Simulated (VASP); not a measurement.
Set up this calculation in VASP 6.6.1, as the native input.

```
Task                   : single point
Functional             : PBE
Potentials or basis    : VASP PAW PBE potentials, release 64 (Si, O)
Cutoff                 : 520 eV
k mesh                 : 7 × 7 × 10
Occupations            : fermi-dirac, width 0.1 eV
Spin                   : no spin polarisation
Dipole correction      : no
Further INCAR settings : ALGO = Normal; EDIFF = 1e-07; NBANDS = 25
```

The structure of SiO2 (rutile type) lies in POSCAR:

```
SiO2
1.0
    3.5757923557      0.0000000000      0.0000000000
    0.0000000000      3.5757923557      0.0000000000
    0.0000000000      0.0000000000      2.3412002772
Si O
2 4
Direct
    0.0000000000      0.0000000000      0.0000000000
    0.5000000000      0.5000000000      0.5000000000
    0.2983754371      0.2983754371      0.0000000000
    0.7016245629      0.7016245629      0.0000000000
    0.7983754371      0.2016245629      0.5000000000
    0.2016245629      0.7983754371      0.5000000000
```

This cell differs from its parent crystal: volume scaled by 0.62.

These files were run (other wordings do the same):

INCAR

```
SYSTEM = SiO2
  ALGO = Normal
  EDIFF = 1E-7
  ENCUT = 520
  GGA = PE
  ISIF = 2
  ISMEAR = -1
  LASPH = .True.
  LCHARG = .False.
  LREAL = .False.
  LWAVE = .False.
  NBANDS = 25
  NELM = 60
  PREC = Accurate
  SIGMA = 0.1
```

KPOINTS

```
k-points
0
Gamma
  7 7 10
  0 0 0
```

Potentials or basis: VASP PAW PBE potentials, release 64 (Si, O).

Run with:

```sh
$ cat potpaw_PBE.64/Si/POTCAR potpaw_PBE.64/O/POTCAR > POTCAR
$ mpirun -np 1 vasp_std > vasp.out
```

Results of the run:

```yaml
Pressure: 365.1 GPa
Largest_force: 0.048 eV/Å
Band_gap_on_the_k_mesh: 7.13 eV, direct
```

Run time: 16 s on 1 thread of Intel(R) Xeon(R) 6975P-C (Granite Rapids), with other jobs on the host, peak memory 0.15 GiB.
